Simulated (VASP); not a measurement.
Set up this calculation in VASP 6.6.1, as the native input.

```yaml
Task: single point
Functional: LDA
Potentials_or_basis: VASP PAW LDA potentials, release 64 (Sn_d, Te)
Cutoff: 500 eV
k_mesh: 4 × 4 × 4
Occupations: gaussian, width 0.01 eV
Spin: no spin polarisation
Dipole_correction: no
Further_INCAR_settings: ALGO = Normal; EDIFF = 1e-06; NBANDS = 17
```

The structure of SnTe lies in POSCAR:

```
SnTe
1.0
    0.0000000000      3.6171585801      3.6171585801
    3.6171585801      0.0000000000      3.6171585801
    3.6171585801      3.6171585801      0.0000000000
Sn Te
1 1
Direct
    0.9923400000      0.9918700000      0.9845800000
    0.7376400000      0.7609500000      0.7361200000
```

The input as run:

INCAR

```
SYSTEM = SnTe
  PREC = Accurate
  ENCUT = 500
  EDIFF = 1E-6
  ISMEAR = 0
  SIGMA = 0.01
  LREAL = .False.
  LASPH = .True.
  NELM = 120
  ALGO = Normal
  ISIF = 2
  LWAVE = .False.
  LCHARG = .False.
  NBANDS = 17
  GGA_COMPAT = .False.
```

KPOINTS

```
regular mesh
0
Gamma
  4 4 4
  0 0 0
```

Potentials or basis: VASP PAW LDA potentials, release 64 (Sn_d, Te).

Launch:

```bash
$ cat potpaw_LDA.64/Sn_d/POTCAR potpaw_LDA.64/Te/POTCAR > POTCAR
$ mpirun -np 1 vasp_std > vasp.out
```

Results of the run:

```json
{
  "Pressure": "-2.3 GPa",
  "Largest force": "0.198 eV/Å",
  "Band gap on the k mesh": "0.01 eV, indirect (least direct gap 0.73 eV)"
}
```

Caveat: spin-orbit coupling is left out, which moves the levels of the heavy elements.

Wall time 29 s on 1 thread of Intel(R) Xeon(R) Platinum 8488C (Sapphire Rapids), with other jobs on the host, peak memory 0.22 GiB.
